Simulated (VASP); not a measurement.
# BN (P6_3/mmc) in VASP: further runs

The runs below take BN through single point, relaxation of cell and atoms, with PBE-based screened hybrid with 20 % exact exchange, PBE+D3(BJ), HSE06.

All numbers are computed with VASP 6.6.1; they aren't measurements. Logs are shortened: lines on timing, memory, paths and dates and some standing lists are left out, and cuts for length are marked.

### 1 The cell of the first run

It takes space group P6_3/mmc (No. 194, hexagonal). The conventional cell has a = 2.498 Å, b = 2.498 Å, c = 6.636 Å, α = 90.00°, β = 90.00°, γ = 120.00°. N (site symmetry -6m2) has 3 B at 1.44 Å within 1.9 Å. B (site symmetry -6m2) has 3 N at 1.44 Å within 1.9 Å.

### 2 Single point, PBE-based screened hybrid with 20 % exact exchange

POSCAR reads:

```
BN
1.0
    2.4982400000      0.0000000000      0.0000000000
   -1.2491200000      2.1635393048      0.0000000000
    0.0000000000      0.0000000000      6.6357000000
N B
2 2
Direct
    0.6666666667      0.3333333333      0.2500000000
    0.3333333333      0.6666666667      0.7500000000
    0.6666666667      0.3333333333      0.7500000000
    0.3333333333      0.6666666667      0.2500000000
```

INCAR.step1 reads:

```
SYSTEM = BN
ALGO = Normal
EDIFF = 1E-5
ENCUT = 520
GGA = PE
ISIF = 2
ISMEAR = -1
LASPH = .TRUE.
LREAL = .FALSE.
LWAVE = .TRUE.
NBANDS = 16
NELM = 60
PREC = Accurate
SIGMA = 0.05
```

INCAR.step2 reads:

```
SYSTEM = BN
AEXX = 0.2
ALGO = Normal
EDIFF = 1E-7
ENCUT = 520
GGA = PE
HFSCREEN = 0.2
ISIF = 2
ISMEAR = -1
ISTART = 1
LASPH = .TRUE.
LCHARG = .TRUE.
LELF = .TRUE.
LHFCALC = .TRUE.
LREAL = .FALSE.
LVHAR = .TRUE.
LWAVE = .FALSE.
NBANDS = 16
NELM = 60
PREC = Accurate
PRECFOCK = Normal
SIGMA = 0.05
```

KPOINTS reads:

```
k-points
0
G
  6 6 2
  0 0 0
```

Potentials or basis: VASP PAW PBE potentials, release 64 (N, B).

Command:

```bash
cat potpaw_PBE.64/N/POTCAR potpaw_PBE.64/B/POTCAR > POTCAR
cp INCAR.step1 INCAR
mpirun -np 1 vasp_std > vasp.out
cp INCAR.step2 INCAR
mpirun -np 1 vasp_std > vasp.out
```

OUTCAR:

```text
SYSTEM = BN
   AEXX = 0.2
   EDIFF = 1E-7
   ENCUT = 520
   GGA = PE
   HFSCREEN = 0.2
   ISIF = 2
   ISMEAR = -1
   ISTART = 1
   LASPH = .TRUE.
   LHFCALC = .TRUE.
   LREAL = .FALSE.
   NELM = 60
   PREC = Accurate
   PRECFOCK = Normal

 ion  position               nearest neighbor table
   1  0.667  0.333  0.250-   4 1.44   4 1.44   4 1.44
   2  0.333  0.667  0.750-   3 1.44   3 1.44   3 1.44
   3  0.667  0.333  0.750-   2 1.44   2 1.44   2 1.44
   4  0.333  0.667  0.250-   1 1.44   1 1.44   1 1.44

  LATTYP: Found a hexagonal cell.
 ALAT       =     2.4982400000
 C/A-ratio  =     2.6561499296

  Lattice vectors:

 A1 = (   2.4982400000,   0.0000000000,   0.0000000000)
 A2 = (  -1.2491200000,   2.1635393048,   0.0000000000)
 A3 = (   0.0000000000,   0.0000000000,   6.6357000000)

Analysis of symmetry for initial positions (statically):
=====================================================================
 Subroutine PRICEL returns:
 Original cell was already a primitive cell.

 Routine SETGRP: Setting up the symmetry group for a
 hexagonal supercell.

 Subroutine GETGRP returns: Found 24 space group operations
 (whereof 12 operations were pure point group operations)
 out of a pool of 24 trial point group operations.

The static configuration has the point symmetry D_3d.
 The point group associated with its full space group is D_6h.

Analysis of symmetry for dynamics (positions and initial velocities):
=====================================================================
 Subroutine PRICEL returns:
 Original cell was already a primitive cell.

 Routine SETGRP: Setting up the symmetry group for a
 hexagonal supercell.

 Subroutine GETGRP returns: Found 24 space group operations
 (whereof 12 operations were pure point group operations)
 out of a pool of 24 trial point group operations.

The dynamic configuration has the point symmetry D_3d.
 The point group associated with its full space group is D_6h.

 Subroutine INISYM returns: Found 24 space group operations
 (whereof 12 operations are pure point group operations),
 and found     1 'primitive' translations

----------------------------------------------------------------------------------------

                                     Primitive cell

  volume of cell :      35.8662

  direct lattice vectors                    reciprocal lattice vectors
     2.498240000  0.000000000  0.000000000     0.400281798  0.231102804  0.000000000
    -1.249120000  2.163539305  0.000000000     0.000000000  0.462205608  0.000000000
     0.000000000  0.000000000  6.635700000     0.000000000  0.000000000  0.150700002

  length of vectors
     2.498240000  2.498240000  6.635700000     0.462205608  0.462205608  0.150700002

  position of ions in fractional coordinates (direct lattice)
     0.666666667  0.333333333  0.250000000
     0.333333333  0.666666667  0.750000000
     0.666666667  0.333333333  0.750000000
     0.333333333  0.666666667  0.250000000

  ion indices of the primitive-cell ions
   primitive index   ion index
                 1           1
                 2           2
                 3           3
                 4           4

----------------------------------------------------------------------------------------

 KPOINTS: k-points

Automatic generation of k-mesh.
 Grid dimensions read from file:
 generate k-points for:    6    6    2

 Generating k-lattice:

  Cartesian coordinates                     Fractional coordinates (reciprocal lattice)
     0.066713633  0.038517134  0.000000000     0.166666667 -0.000000000  0.000000000
     0.000000000  0.077034268  0.000000000     0.000000000  0.166666667  0.000000000
     0.000000000  0.000000000  0.075350001     0.000000000  0.000000000  0.500000000

  Length of vectors
     0.077034268  0.077034268  0.075350001

  Shift w.r.t. Gamma in fractional coordinates (k-lattice)
     0.000000000  0.000000000  0.000000000

 Subroutine IBZKPT returns following result:
 ===========================================

 Found     14 irreducible k-points:

 Following reciprocal coordinates:
            Coordinates               Weight
  0.000000  0.000000  0.000000      1.000000
  0.166667  0.000000  0.000000      6.000000
  0.333333  0.000000  0.000000      6.000000
  0.500000  0.000000  0.000000      3.000000
  0.166667  0.166667  0.000000      6.000000
  0.333333  0.166667  0.000000     12.000000
  0.333333  0.333333  0.000000      2.000000
  0.000000  0.000000  0.500000      1.000000
  0.166667  0.000000  0.500000      6.000000
  0.333333  0.000000  0.500000      6.000000
  0.500000  0.000000  0.500000      3.000000
  0.166667  0.166667  0.500000      6.000000
  0.333333  0.166667  0.500000     12.000000
  0.333333  0.333333  0.500000      2.000000
   k-points           NKPTS =     14   k-points in BZ     NKDIM =     72   number of bands    NBANDS=     16
   number of dos      NEDOS =    301   number of ions     NIONS =      4
   total plane-waves  NPLWV =  20000
   dimension x,y,z NGX =    20 NGY =   20 NGZ =   50
   dimension x,y,z NGXF=    40 NGYF=   40 NGZF=  100
   ions per type =               2   2
   NGX,Y,Z   is equivalent  to a cutoff of  13.31, 13.31, 12.53 a.u.
   NGXF,Y,Z  is equivalent  to a cutoff of  26.62, 26.62, 25.05 a.u.
 SYSTEM =  BN
   PREC   = accura    normal or accurate (medium, high low for compatibility)
   ISTART =      1    job   : 0-new  1-cont  2-samecut
   ICHARG =      0    charge: 1-file 2-atom 10-const
   ISPIN  =      1    spin polarized calculation?
   LNONCOLLINEAR =      F non collinear calculations
   LSORBIT =      F    spin-orbit coupling
   LASPH  =      T    aspherical Exc in radial PAW
   ENCUT  =  520.0 eV  38.22 Ry    6.18 a.u.   4.65  4.65 12.34*2*pi/ulx,y,z
   NELM   =     60;   NELMIN=  2; NELMDL=  0     # of ELM steps
   EDIFF  = 0.1E-06   stopping-criterion for ELM
   LREAL  =      F    real-space projection
   EDIFFG = 0.1E-05   stopping-criterion for IOM
   NSW    =      0    number of steps for IOM
   IBRION =     -1    ionic relax: 0-MD 1-quasi-New 2-CG
   NFREE  =      0    steps in history (QN), initial steepest desc. (CG)
   ISIF   =      2    stress and relaxation
   ISYM   =      3    0-nonsym 1-usesym 2-fastsym
   POTIM  = 0.5000    time-step for ionic-motion
   TEBEG  =    0.0;   TEEND  =   0.0 temperature during run
   PSTRESS=    0.0 pullay stress
   NELECT =      16.0000    total number of electrons
   NUPDOWN=      -1.0000    fix difference up-down
   EMIN   =  10.00;   EMAX   =-10.00  energy-range for DOS
   EFERMI =   0.00;   METHOD = LEGACY
   ISMEAR =    -1;   SIGMA  =   0.05  broadening in eV -4-tet -1-fermi 0-gaus
   EFERMI_NEDOS =   21; number of points for ismear=-14 and -15
   IALGO  =     38    algorithm
   IMIX   =      1    mixing-type and parameters
     AMIX     =   0.40;   BMIX     =  1.00
     AMIX_MAG =   1.60;   BMIX_MAG =  1.00
  volume/ion in A,a.u.               =       8.97        60.51
  Fermi-wavevector in a.u.,A,eV,Ry     =   1.250891  2.363842 21.289433  1.564729
  Thomas-Fermi vector in A             =   2.384864
   LORBIT       =      0    0 simple, 1 ext, 2 COOP (PROOUT), +10 PAW based schemes
   GGA     = PE    functional components
   LHFCALC =     T    Hartree Fock is set to
   PRECFOCK=normal    Normal, Fast or Accurate (Low or Medium for compatibility)
   ENCUT4O =  -1.0   cutoff for four orbital integrals eV
   NKREDX  =     1    reduce k-point grid by
   NKREDY  =     1    reduce k-point grid by
   NKREDZ  =     1    reduce k-point grid by
   AEXX    =    0.2000 exact exchange contribution
   HFSCREEN=    0.2000 screening length (either q_TF or 0.3 A-1)
   HFSCREENC=   0.2000 screening length for correlation (either q_TF or 0.3 A-1)
   ENCUTFOCK=  -1.0 apply spherical cutoff to Coloumb kernel
   IVDW    =     0    specifies the selected vdW correction
   LEPSILON=     F    determine dielectric tensor
   LRPA    =     F    only Hartree local field effects (RPA)
 non-spin polarized calculation
  energy-cutoff  :      520.00
  volume of cell :       35.87
 maximum number of plane-waves:       985
 NGX is ok and might be reduce to    20
  NGX = 14; NGY = 14; NGZ = 40

 number of electron      15.9999997 magnetization

 Free energy of the ion-electron system (eV)
  ---------------------------------------------------
  ext. energy  EPLUGINS =         0.00000000
  ---------------------------------------------------
  free energy    TOTEN  =       -39.69950688 eV

  energy without entropy =      -39.69950688  energy(sigma->0) =      -39.69950688

 E-fermi :   2.8316     XC(G=0):  -8.6749

 val. band max:        1.6527815577   @ k =   0.3333   0.3333   0.5000
 cond. band min:       6.9961761451   @ k =   0.5000   0.0000   0.0000
 fundamental gap:      5.3433945874
 Fermi energy:         2.8316378898

 k-point     1 :       0.0000    0.0000    0.0000
  band No.  band energies     occupation
      1     -17.6386      2.00000
      2     -17.3303      2.00000
      3      -5.0645      2.00000
      4      -2.8009      2.00000
      5       0.1318      2.00000
      6       0.1318      2.00000
[... 8 lines left out ...]
     15      15.4885      0.00000
     16      16.5755      0.00000

 k-point     2 :       0.1667    0.0000    0.0000
  band No.  band energies     occupation
      1     -17.0621      2.00000
      2     -16.7733      2.00000
      3      -4.2572      2.00000
      4      -2.0780      2.00000
      5      -1.9851      2.00000
      6      -1.9397      2.00000
[... 8 lines left out ...]
     15      17.1455      0.00000
     16      17.1635      0.00000

 k-point     3 :       0.3333    0.0000    0.0000
  band No.  band energies     occupation
      1     -15.5060      2.00000
      2     -15.2849      2.00000
      3      -5.8571      2.00000
      4      -5.7697      2.00000
      5      -2.2892      2.00000
      6      -2.2235      2.00000
[... 8 lines left out ...]
     15      18.9564      0.00000
     16      22.1346      0.00000
[... 172 lines left out ...]
 k-point    13 :       0.3333    0.1667    0.5000
  band No.  band energies     occupation
      1     -14.2687      2.00000
      2     -14.2687      2.00000
      3      -7.0955      2.00000
      4      -7.0955      2.00000
      5      -4.1195      2.00000
      6      -4.1195      2.00000
[... 8 lines left out ...]
     15      19.2543      0.00000
     16      19.2543      0.00000

 k-point    14 :       0.3333    0.3333    0.5000
  band No.  band energies     occupation
      1     -13.5474      2.00000
      2     -13.5474      2.00000
      3      -6.8857      2.00000
      4      -6.8857      2.00000
      5      -6.1596      2.00000
      6      -6.1596      2.00000
[... 8 lines left out ...]
     15      20.7624      0.00000
     16      20.7624      0.00000

------------------------ aborting loop because EDIFF is reached ----------------------------------------

  FORCE on cell =-STRESS in cart. coord.  units (eV):
  Direction    XX          YY          ZZ          XY          YZ          ZX
  --------------------------------------------------------------------------------------
  -------------------------------------------------------------------------------------
  Total        0.1298474      0.1298474      0.5434689      0.0000000     -0.0000000      0.0000000
  in kB        5.8004012      5.8004012     24.2772544      0.0000000     -0.0000000      0.0000000
  external PRESSURE =      11.9593522 kB  Pullay stress =       0.0000000 kB

 VOLUME and BASIS-vectors are now :
 -----------------------------------------------------------------------------
  energy-cutoff  :      520.00
  volume of cell :       35.87
      direct lattice vectors                 reciprocal lattice vectors
     2.498240000  0.000000000  0.000000000     0.400281798  0.231102804  0.000000000
    -1.249120000  2.163539305  0.000000000     0.000000000  0.462205608  0.000000000
     0.000000000  0.000000000  6.635700000     0.000000000  0.000000000  0.150700002

 POSITION                                       TOTAL-FORCE (eV/Angst)
 -----------------------------------------------------------------------------------
      1.24912      0.72118      1.65892         0.000000      0.000000      0.000000
     -0.00000      1.44236      4.97677        -0.000000     -0.000000      0.000000
      1.24912      0.72118      4.97677         0.000000     -0.000000     -0.000000
     -0.00000      1.44236      1.65892        -0.000000      0.000000     -0.000000
 -----------------------------------------------------------------------------------
    total drift:                               -0.000000      0.000000     -0.000000

  FREE ENERGIE OF THE ION-ELECTRON SYSTEM (eV)
  ---------------------------------------------------
  free  energy   TOTEN  =       -39.6995068755 eV

  energy  without entropy=      -39.6995068755  energy(sigma->0) =      -39.69950688
```

It took 7 min on 1 thread of Intel Xeon Platinum 8259CL at 2.50GHz (Skylake/Cascade Lake), shared host; peak memory 0.25 GiB.

Results:

```
Free energy            : -39.6995 eV
Pressure               : 1.2 GPa
Band gap on the k mesh : 5.34 eV (least direct gap 5.79 eV)
```

Levels at points of the mesh, in eV from the valence-band top:
```
           k point  band 4  band 5  band 6  band 7  band 8  band 9  band 10  band 11  band 12  band 13
(0.00, 0.00, 0.00)   -4.45   -1.52   -1.52   -1.48   -1.48    6.22    11.75    13.02    13.02    13.16
(0.50, 0.00, 0.00)   -9.60   -4.54   -4.47   -1.53   -0.48    5.34     6.83    10.83    11.29    13.91
(0.00, 0.00, 0.50)   -5.71   -1.50   -1.50   -1.50   -1.50    8.75     8.75    13.09    13.09    13.09
(0.50, 0.00, 0.50)   -9.65   -4.51   -4.51   -0.98   -0.98    5.83     5.83    11.27    11.27    14.91
```

Caveat: the k points lie up to 0.48 Å⁻¹ apart; the PAW data sets were made with another functional, which shifts forces and pressure a little. A k mesh can miss the band edges.

### 3 Single point, PBE+D3(BJ)

This run uses another cell than the first one, of 9.00 Å³/atom.

INCAR reads:

```
PREC = Accurate
ENCUT = 520
EDIFF = 1E-7
ISMEAR = -1
SIGMA = 0.05
LREAL = F
LASPH = T
NELM = 100
ALGO = Normal
ISIF = 2
LWAVE = F
LCHARG = F
GGA = PE
IVDW = 12
NBANDS = 16
```

KPOINTS reads:

```
Automatic mesh
0
Gamma
  12 12 4
```

POSCAR reads:

```
BN
1.0
    2.5064254132      0.0000000000      0.0000000000
   -1.2532127066      2.1706280805      0.0000000000
    0.0000000000      0.0000000000      6.6141238389
N B
2 2
Direct
    0.6666666667      0.3333333333      0.2500000000
    0.3333333333      0.6666666667      0.7500000000
    0.6666666667      0.3333333333      0.7500000000
    0.3333333333      0.6666666667      0.2500000000
```

Potentials or basis: VASP PAW PBE potentials, release 64 (N, B).

Command:

```bash
cat potpaw_PBE.64/N/POTCAR potpaw_PBE.64/B/POTCAR > POTCAR
mpirun -np 1 vasp_std > vasp.out
```

Wall time 39 s (1 thread of Intel Xeon 8259CL, shared host); peak memory 0.17 GiB.

It converged, with:

- Free energy: -35.7177 eV
- Pressure: 0.1 GPa
- Band gap on the k mesh: 4.27 eV (least direct gap 4.63 eV)
- Dispersion energy per atom: -0.142 eV

Stress tensor (GPa, compression positive):
```
 0.18  0.00  0.00
 0.00  0.18  0.00
 0.00  0.00 -0.14
```

Levels at points of the mesh, in eV from the valence-band top:
```
           k point  band 6  band 7  band 8  band 9  band 10  band 11
(0.00, 0.00, 0.00)   -1.33   -1.29   -1.29    5.29    10.35    11.52
(0.50, 0.00, 0.00)   -4.07   -1.45   -0.42    4.27     5.66     9.51
(0.00, 0.00, 0.50)   -1.31   -1.31   -1.31    7.67     7.67    11.59
(0.50, 0.00, 0.50)   -4.10   -0.91   -0.91    4.73     4.73     9.89
```

### 4 Relaxation of cell and atoms, PBE+D3(BJ)

INCAR reads:

```
SYSTEM = BN
ALGO = Normal
EDIFF = 1E-6
EDIFFG = -0.01
ENCUT = 600
GGA = PE
IBRION = 2
ISIF = 3
ISMEAR = -1
IVDW = 12
LASPH = .TRUE.
LCHARG = .FALSE.
LREAL = .FALSE.
LWAVE = .FALSE.
NELM = 80
NSW = 60
PREC = Accurate
SIGMA = 0.05
```

KPOINTS reads:

```
k-points
0
G
  12 12 4
  0 0 0
```

POSCAR reads:

```
BN
1.0
    2.4982400000      0.0000000000      0.0000000000
   -1.2491200000      2.1635393048      0.0000000000
    0.0000000000      0.0000000000      6.6357000000
N B
2 2
Direct
    0.6666666667      0.3333333333      0.2500000000
    0.3333333333      0.6666666667      0.7500000000
    0.6666666667      0.3333333333      0.7500000000
    0.3333333333      0.6666666667      0.2500000000
```

Command:

```bash
cat potpaw_PBE.64/N/POTCAR potpaw_PBE.64/B/POTCAR > POTCAR
mpirun -np 1 vasp_std > vasp.out
```

It took 1.8 min on 1 thread of Intel Xeon 8259CL, shared host; peak memory 0.18 GiB.

The run converged. Its results:

| Property | Result |
| --- | --- |
| Free energy | -35.7241 eV |
| Relaxed volume | 8.95 Å³/atom |
| Relaxed cell | a = 2.506 Å, b = 2.506 Å, c = 6.584 Å, α = 90.00°, β = 90.00°, γ = 120.00° |
| Space group after relaxing (to 0.1 Å) | P6_3/mmc (No. 194) |
| Energy gained by relaxing | 0.7 meV/atom |
| Ionic steps | 7 |
| Pressure after relaxing | 0.0 GPa |
| Band gap on the k mesh | 4.26 eV (least direct gap 4.63 eV) |
| Dispersion energy per atom | -0.142 eV |

Stress tensor (GPa, compression positive):
```
 0.05  0.00  0.00
 0.00  0.05  0.00
 0.00  0.00 -0.11
```

Step by step:
```csv
step,energy change (eV),largest force (eV/Å),pressure (GPa),volume (Å³)
1,0.0000,0.0000,2.26,35.87
2,0.0069,0.0000,-4.50,36.53
3,-0.0026,0.0000,-0.12,36.09
4,-0.0026,0.0000,-0.09,36.09
5,-0.0027,0.0000,-0.07,36.06
6,-0.0028,0.0000,-0.05,35.98
7,-0.0030,0.0000,-0.01,35.82
```

Final structure:
```
N B
1.0
     2.50626    0.00000    0.00000
    -1.25313    2.17049    0.00000
     0.00000    0.00000    6.58425
N B
2 2
Direct
  0.66667 0.33333 0.25000
  0.33333 0.66667 0.75000
  0.66667 0.33333 0.75000
  0.33333 0.66667 0.25000
```

Levels at points of the mesh, in eV from the valence-band top:
```tsv
k point	band 5	band 6	band 7	band 8	band 9	band 10	band 11	band 12
(0.00, 0.00, 0.00)	-1.34	-1.34	-1.30	-1.30	5.31	10.40	11.52	11.52
(0.50, 0.00, 0.00)	-4.14	-4.07	-1.47	-0.41	4.26	5.67	9.51	9.92
(0.00, 0.00, 0.50)	-1.32	-1.32	-1.32	-1.32	7.72	7.72	11.58	11.58
(0.50, 0.00, 0.50)	-4.11	-4.11	-0.92	-0.92	4.73	4.73	9.89	9.89
```

A k mesh can miss the band edges. A hybrid or GW would open this gap; PBE tends to underestimate it.

(Part 1 of 2 ends here.)
